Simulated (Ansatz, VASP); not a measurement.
## One calculation of LiF, two programs

```
Li F
1.0
     3.25412    0.00000    0.00000
    -1.62706    2.81815    0.00000
     0.00000    0.00000    4.52323
Li F
2 2
Direct
  0.33333 0.66667 0.38107
  0.66667 0.33333 0.88107
  0.33333 0.66667 0.99393
  0.66667 0.33333 0.49393
```

Alike in both runs: task single point; functional PBE; k mesh 9 × 9 × 6; occupations gaussian, width 0.05 eV; no spin polarisation.

```csv
,VASP,Ansatz
version,VASP 6.6.1,Ansatz 0.2.0
potentials or method,"VASP PAW PBE potentials, release 64 (Li_sv, F), cutoff 520 eV","scalar-relativistic, plane waves, PAW"
valence electrons in the cell,20,20
```

|  | VASP | Ansatz | Ansatz less VASP |
| --- | --- | --- | --- |
| gap on the k mesh at the Fermi level (eV) | 7.48 | 7.49 | +0.010 |
| least direct gap on the mesh (eV) | 7.48 | 7.49 | +0.010 |
| rms of the force components (eV/Å) | 0.352 | 0.333 | -0.0187 |

Atom by atom the forces differ by 0.019 eV/Å (rms over components). With one functional, cell and mesh, what is left measures potentials, basis and numerics.

Noted on VASP's run: the cutoff is short for stress, so the pressure is rough.
